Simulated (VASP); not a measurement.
Write the native input for VASP 6.6.1 that does the following.

```
Task                   : single point
Functional             : r2SCAN
Potentials or basis    : VASP PAW PBE potentials, release 64 (Cd, S)
Cutoff                 : 520 eV
k mesh                 : 8 × 8 × 8
Occupations            : gaussian, width 0.01 eV
Spin                   : no spin polarisation
Dipole correction      : no
Further INCAR settings : ALGO = Normal; EDIFF = 1e-06; NBANDS = 16
```

CdS:

```
CELL_PARAMETERS angstrom
0.00000 2.89189 2.93921
2.89189 0.00000 2.93921
2.89189 2.89189 0.00000
ATOMIC_POSITIONS crystal
Cd 0.00000 0.00000 0.00000
S 0.25000 0.25000 0.25000
```

This cell differs from its parent crystal: biaxial xy strain -1.6%.

One way to write it, as run:

POSCAR

```
CdS
1.0
    0.0000000000      2.8918934811      2.9392148400
    2.8918934811      0.0000000000      2.9392148400
    2.8918934811      2.8918934811      0.0000000000
Cd S
1 1
Direct
    0.0000000000      0.0000000000      0.0000000000
    0.2500000000      0.2500000000      0.2500000000
```

INCAR.step1

```
SYSTEM = CdS
PREC = Accurate
ENCUT = 520
ISMEAR = 0
SIGMA = 0.01
LREAL = .False.
LASPH = .True.
NELM = 80
NBANDS = 16
GGA = PE
ALGO = Normal
EDIFF = 1E-4
LWAVE = .True.
LCHARG = .False.
```

INCAR.step2

```
SYSTEM = CdS
PREC = Accurate
ENCUT = 520
EDIFF = 1E-6
ISMEAR = 0
SIGMA = 0.01
LREAL = .False.
LASPH = .True.
NELM = 80
ALGO = Normal
ISIF = 2
LWAVE = .False.
LCHARG = .False.
METAGGA = R2SCAN
LMIXTAU = .True.
NBANDS = 16
ISTART = 1
```

KPOINTS

```
regular mesh
0
Gamma
  8 8 8
  0 0 0
```

Potentials or basis: VASP PAW PBE potentials, release 64 (Cd, S).

Command:

```bash
$ cat potpaw_PBE.64/Cd/POTCAR potpaw_PBE.64/S/POTCAR > POTCAR
$ cp INCAR.step1 INCAR
$ mpirun -np 1 vasp_std > vasp.out
$ cp INCAR.step2 INCAR
$ mpirun -np 1 vasp_std > vasp.out
```

Results of the run:

The pressure is 2.4 GPa and the band gap on the k mesh is 1.60 eV.

Caveat: the cell differs from its parent crystal (biaxial xy strain -1.6%); the PAW data sets were made with another functional, which shifts forces and pressure a little.

It took 3.5 min on 1 thread of Intel Xeon 8259CL, with other jobs on the host, peak memory 0.21 GiB.
